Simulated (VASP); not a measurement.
Here is a VASP 6.6.1 calculation.

The input INCAR:

```
ALGO = Normal ; EDIFF = 1E-6
ENCUT = 500 ; GGA = PS
GGA_COMPAT = F ; ISIF = 2
ISMEAR = 0 ; ISYM = 0
LASPH = T ; LCHARG = T
LELF = T ; LREAL = F
LVHAR = T ; LWAVE = F
NBANDS = 16 ; NELM = 120
PREC = Accurate ; SIGMA = 0.01
```

File KPOINTS:

```
Automatic mesh
0
Gamma
  6 6 6
  0.5 0.5 0.5
```

The input POSCAR:

```
ZnS
1.0
    0.0000000000      2.6940858334      2.6940858334
    2.6940858334      0.0000000000      2.6940858334
    2.6940858334      2.6940858334      0.0000000000
Zn S
1 1
Direct
    0.0000000000      0.0000000000      0.0000000000
    0.2500000000      0.2500000000      0.2500000000
```

Potentials or basis: VASP PAW PBE potentials, release 64 (Zn, S).

Run with:

```sh
$ cat potpaw_PBE.64/Zn/POTCAR potpaw_PBE.64/S/POTCAR > POTCAR
$ mpirun -np 1 vasp_std > vasp.out
```

Question: What does it give for the pressure?

Answer: -1.2 GPa.

Question: What does it give for the band gap on the k mesh?

Answer: 2.57 eV.

Caveat: the PAW data sets were made with another functional, which shifts forces and pressure a little; a shifted mesh leaves out Γ, where band edges can lie. A k mesh can miss the band edges.
